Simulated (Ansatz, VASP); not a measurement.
**Re2Te in VASP and in Ansatz**

Contents of INCAR:

```
  PREC = Accurate
  ENCUT = 600
  EDIFF = 1E-7
  ISMEAR = 0
  SIGMA = 0.1
  LREAL = F
  LASPH = T
  NELM = 100
  ALGO = Normal
  ISIF = 3
  LWAVE = F
  LCHARG = F
  GGA = PE
  IBRION = 2
  NSW = 90
  EDIFFG = -0.04
```

File KPOINTS:

```
Automatic mesh
0
Gamma
  6 6 6
```

POSCAR

```
Re2Te
1.0
    0.0000000000      3.1126162379      3.1126162379
    3.1126162379      0.0000000000      3.1126162379
    3.1126162379      3.1126162379      0.0000000000
Re Te
2 1
Direct
    0.2500000000      0.2500000000      0.2500000000
    0.7500000000      0.7500000000      0.7500000000
    0.0000000000      0.0000000000      0.0000000000
```

Input for Ansatz:

```yaml
crystal:
  lattice:
    - [0.0, 3.1126162379, 3.1126162379]
    - [3.1126162379, 0.0, 3.1126162379]
    - [3.1126162379, 3.1126162379, 0.0]
  atoms:
    - { symbol: Re, position: [0.25, 0.25, 0.25] }
    - { symbol: Re, position: [0.75, 0.75, 0.75] }
    - { symbol: Te, position: [0.0, 0.0, 0.0] }
basis:
  ecutwfc: 420
kpoints:
  mp_grid: { grid: [6, 6, 6] }
hamiltonian:
  xc: pbe
scf:
  occupations: { method: gaussian, width: 0.1 }
  lower_state_search: "off"
output:
  forces: true
  stress: true
  eigenvalues: true
relax:
  adjacent_minimum: "off"
  f_tol: 0.04
  max_steps: 70
  cell: { stress_tol: 0.4 }
```

Alike in both runs: task relaxation of cell and atoms; functional PBE; k mesh 6 × 6 × 6; occupations gaussian, width 0.1 eV; no spin polarisation.

|  | VASP | Ansatz |
| --- | --- | --- |
| version | VASP 6.6.1 | Ansatz 0.2.0 |
| potentials or method | VASP PAW PBE potentials, release 64 (Re, Te), cutoff 600 eV | scalar-relativistic, plane waves, PAW |
| valence electrons in the cell | 20 | 46 |

Ansatz gave:

```
gap on the k mesh at the Fermi level, each at its own relaxed structure (eV)  : none
relaxed volume (Å³/atom)                                                      : 19.18
relaxed length of the cell vector where the two differ most in proportion (Å) : 4.334
```

Problem. What did VASP give for the same quantities?

Solution. gap on the k mesh at the Fermi level, each at its own relaxed structure (eV): none; relaxed volume (Å³/atom): 19.20; relaxed length of the cell vector where the two differ most in proportion (Å): 4.335.

A gap of «none» marks a metal or a gap that the smearing closes. VASP's potentials hold 20 valence electrons a cell and Ansatz's 46, so a difference there can come from the potentials and not from the codes.

Spin-orbit coupling is off throughout.
